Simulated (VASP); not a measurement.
Write the native input for VASP 6.6.1 that does the following.

* Task: single point
* Functional: PBEsol
* Potentials or basis: VASP PAW PBE potentials, release 64 (Pt)
* Cutoff: 510 eV
* k mesh: 23 × 23 × 23
* Occupations: methfessel-paxton, width 0.05 eV
* Spin: non-collinear spin, zero start, spin-orbit coupling
* Starting moments: [[0.0, 0.0, 0.0]] μB
* Tolerance level: standard
* Purpose: stress
* Further INCAR settings: ALGO = Normal; EDIFF = 1e-08

The structure of Pt lies in POSCAR:

```
Pt
1.0
    0.0000000000      1.9609000000      1.9412910000
    1.9609000000      0.0000000000      1.9412910000
    1.9609000000      1.9609000000      0.0000000000
Pt
1
Direct
    0.0000000000      0.0000000000      0.0000000000
```

This cell differs from its parent crystal: cell strained by -1.0% along z.

The input as run:

INCAR

```
SYSTEM = Pt
GGA      = PS             ! functional
LSORBIT  = .TRUE.         ! spin-orbit coupling
MAGMOM   = 0 0 0          ! initial moments
LORBIT   = 11             ! projections on sites
ISMEAR   = 1              ! smearing method
SIGMA    = 0.05           ! smearing width, eV
LWAVE    = .FALSE.        ! write WAVECAR
LCHARG   = .FALSE.        ! write CHGCAR
ISIF     = 2              ! what is computed and relaxed
PREC     = Accurate       ! precision mode
LASPH    = .TRUE.         ! aspherical terms in the spheres
LREAL    = .FALSE.        ! projectors in reciprocal space
ALGO     = Normal         ! electronic algorithm
EDIFF    = 1E-8           ! SCF threshold, eV
NELM     = 200            ! most SCF steps
GGA_COMPAT= .FALSE.      
ENCUT    = 510            ! plane-wave cutoff, eV
LMAXMIX  = 4              ! l up to which the mixer works
```

KPOINTS

```
Automatic mesh
0
Gamma
  23 23 23
  0 0 0
```

Potentials or basis: VASP PAW PBE potentials, release 64 (Pt).

Launch:

```bash
$ cat potpaw_PBE.64/Pt/POTCAR > POTCAR
$ mpirun -np 1 vasp_ncl > vasp.out
```

It gave:

| Property | Result |
| --- | --- |
| Pressure | 2.4 GPa |
| Net moment | 0.00 μB per cell |
| Valence electrons inside the program's atomic spheres | Pt 9.31 |

Caveat: the cell differs from its parent crystal (cell strained by -1.0% along z); the PAW data sets were made with another functional, which shifts forces and pressure a little.

Run time: 5.9 min on 1 thread of Intel(R) Xeon(R) Platinum 8259CL CPU @ 2.50GHz (Skylake/Cascade Lake), with other jobs on the host, peak memory 0.44 GiB.
